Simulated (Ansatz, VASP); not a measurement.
**Co in VASP and in Ansatz**

INCAR

```
ALGO = Normal ; EDIFF = 1E-6
ENCUT = 520 ; GGA = PE
ISIF = 2 ; ISMEAR = -1
ISPIN = 2 ; LASPH = T
LCHARG = F ; LMAXMIX = 4
LORBIT = 11 ; LREAL = F
LWAVE = F ; MAGMOM = 2 2
NBANDS = 20 ; NELM = 150
PREC = Accurate ; SIGMA = 0.05
```

Contents of KPOINTS:

```
k-points
0
Gamma
  17 17 9
```

The input POSCAR:

```
Co
1.0
    2.4448853601      0.0000000000      0.0000000000
   -1.2224426800      2.1173328312      0.0000000000
    0.0000000000      0.0000000000      3.9501504872
Co
2
Direct
    0.3333333333      0.6666666667      0.2500000000
    0.6666666667      0.3333333333      0.7500000000
```

Input for Ansatz:

```yaml
crystal:
  lattice:
    - [2.4448853601, 0.0, 0.0]
    - [-1.22244268, 2.1173328312, 0.0]
    - [0.0, 0.0, 3.9501504872]
  atoms:
    - { symbol: Co, position: [0.3333333333, 0.6666666667, 0.25], spin: 2.0 }
    - { symbol: Co, position: [0.6666666667, 0.3333333333, 0.75], spin: 2.0 }
magnetization:
  spin_polarized: true
kpoints:
  mp_grid: { grid: [17, 17, 9] }
scf:
  occupations: { method: fermi_dirac, width: 0.05 }
hamiltonian:
  xc: pbe
  pseudopotentials: { kind: all_electron, lapw: { basis_error: 0.00025 } }
output:
  forces: true
  stress: true
  eigenvalues: true
```

Change from the starting cell: volume scaled by 0.9405.

Alike in both runs: task single point; functional PBE; k mesh 17 × 17 × 9; occupations fermi-dirac, width 0.05 eV; collinear spin.

|  | VASP | Ansatz |
| --- | --- | --- |
| version | VASP 6.6.1 | Ansatz 0.2.0 |
| potentials or method | VASP PAW PBE potentials, release 64 (Co), cutoff 520 eV | all-electron LAPW, scalar-relativistic |

```csv
,VASP,Ansatz,Ansatz less VASP
pressure (GPa),13.9,14.9,+0.92
"traceless stress, the component that is largest in VASP (GPa)",-0.14,-0.09,+0.049
net moment per atom (μB),1.57,1.57,+0.005
size of the moment on the site where the two differ most (μB),1.58,1.63,+0.049
```

Site moments also hang on the region over which each program counts them. Ansatz ran all-electron here, and VASP with PAW potentials.
